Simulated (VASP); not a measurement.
Crystal: Al2Cu.

```xyz
3
Lattice="4.1052 0.0000 0.0000 0.0000 4.1052 0.0000 0.0000 0.0000 2.8913" Properties=species:S:1:pos:R:3 pbc="T T T"
Al    2.0526    0.0000    1.4457
Al    0.0000    2.0526    1.4457
Cu    0.0000    0.0000    0.0000
```

| Item | Value |
| --- | --- |
| Program | VASP 6.6.1 |
| Task | relaxation of cell and atoms |
| Functional | LDA |
| Potentials or basis | VASP PAW LDA potentials, release 64 (Al, Cu) |
| Cutoff | 600 eV |
| k mesh | 10 × 10 × 14 |
| Occupations | gaussian, width 0.1 eV |
| Spin | no spin polarisation |

At the start: pressure -4.8 GPa; volume 16.24 Å³/atom.

**Question.** Where does the relaxation end?

**Answer.** Over 8 steps the energy falls by 13.4 meV/atom and the volume is 15.42 Å³/atom (-5.1 %); space group P4/mmm (No. 123, to 0.05 Å).

Step by step:
```csv
step,energy change (eV),largest force (eV/Å),pressure (GPa),volume (Å³)
1,0.0000,0.0000,-4.81,48.73
2,-0.0347,0.0000,2.05,45.37
3,-0.0400,0.0000,-0.01,46.22
4,-0.0400,0.0000,0.15,46.17
5,-0.0402,0.0000,-0.04,46.26
6,-0.0402,0.0000,-0.25,46.36
7,-0.0402,0.0000,-0.15,46.31
8,-0.0403,0.0000,-0.02,46.25
```

Final structure:
```
Al Cu
1.0
     4.04640    0.00000    0.00000
     0.00000    4.04640    0.00000
     0.00000    0.00000    2.82453
Al Cu
2 1
Direct
  0.50000 0.00000 0.50000
  0.00000 0.50000 0.50000
  0.00000 0.00000 0.00000
```
